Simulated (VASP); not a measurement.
Here is a VASP 6.6.1 calculation.

The input INCAR:

```
SYSTEM = Pt
PREC = Accurate
ENCUT = 520
EDIFF = 1E-6
ISMEAR = -1
SIGMA = 0.05
LREAL = .False.
LASPH = .True.
NELM = 80
ALGO = Normal
ISIF = 2
LWAVE = .False.
LCHARG = .False.
GGA = PE
IVDW = 13
NBANDS = 11
```

Contents of KPOINTS:

```
regular mesh
0
Gamma
  12 12 12
  0 0 0
```

File POSCAR:

```
Pt
1.0
    0.0000000000      1.9672435322      1.9672435322
    1.9672435322      0.0000000000      1.9672435322
    1.9672435322      1.9672435322      0.0000000000
Pt
1
Direct
    0.0000000000      0.0000000000      0.0000000000
```

Potentials or basis: VASP PAW PBE potentials, release 64 (Pt).

Command:

```console
$ cat potpaw_PBE.64/Pt/POTCAR > POTCAR
$ mpirun -np 1 vasp_std > vasp.out
```

Problem. Estimate the dispersion energy per atom.

Solution. -0.766 eV.

Problem. What does it give for the pressure?

Solution. -0.5 GPa.

Problem. Predict the band gap on the k mesh.

Solution. Zero (band 5 reaches 11.58 eV, above the bottom of band 6 at 9.38 eV).

Caveat: spin-orbit coupling is left out, which moves the levels of the heavy elements; pairwise dispersion overbinds metals, which lowers pressure and volume.
